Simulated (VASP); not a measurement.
Write the native input for VASP 6.6.1 that does the following.

```
Task                   : single point
Functional             : PBEsol
Potentials or basis    : VASP PAW PBE potentials, release 64 (Se, Cl, K_sv)
Cutoff                 : 520 eV
k mesh                 : 6 × 6 × 6
Occupations            : gaussian, width 0.02 eV
Spin                   : no spin polarisation
Dipole correction      : no
Further INCAR settings : ALGO = Normal; EDIFF = 1e-06; NBANDS = 28
```

The structure of K3SeCl lies in POSCAR:

```
K3SeCl
1.0
    5.4958000000      0.0000000000      0.0000000000
    0.0000000000      5.4958000000      0.0000000000
    0.0000000000      0.0000000000      5.4958000000
Se Cl K
1 1 3
Direct
    0.0000000000      0.0000000000      0.0000000000
    0.5000000000      0.5000000000      0.5000000000
    0.5000000000      0.5000000000      0.0000000000
    0.5000000000      0.0000000000      0.5000000000
    0.0000000000      0.5000000000      0.5000000000
```

These files were run (other wordings do the same):

INCAR

```
SYSTEM = K3SeCl
ALGO     = Normal         ! electronic algorithm
EDIFF    = 1E-6           ! SCF threshold, eV
ENCUT    = 520            ! plane-wave cutoff, eV
GGA      = PS             ! functional
ISIF     = 2              ! what is computed and relaxed
ISMEAR   = 0              ! smearing method
LASPH    = .True.         ! aspherical terms in the spheres
LCHARG   = .False.        ! write CHGCAR
LREAL    = .False.        ! projectors in reciprocal space
LWAVE    = .False.        ! write WAVECAR
NBANDS   = 28             ! bands
NELM     = 80             ! most SCF steps
PREC     = Accurate       ! precision mode
SIGMA    = 0.02           ! smearing width, eV
```

KPOINTS

```
k-points
0
Gamma
  6 6 6
  0 0 0
```

Potentials or basis: VASP PAW PBE potentials, release 64 (Se, Cl, K_sv).

The run is started by

```bash
$ cat potpaw_PBE.64/Se/POTCAR potpaw_PBE.64/Cl/POTCAR potpaw_PBE.64/K_sv/POTCAR > POTCAR
$ mpirun -np 1 vasp_std > vasp.out
```

Results of the run:

| Quantity | Value |
| --- | --- |
| Pressure | 1.9 GPa |
| Band gap on the k mesh | 1.66 eV |

Caveat: the PAW data sets were made with another functional, which shifts forces and pressure a little.

Wall time 58 s on 1 thread of Intel(R) Xeon(R) 6975P-C (Granite Rapids), on a shared host, peak memory 0.28 GiB.
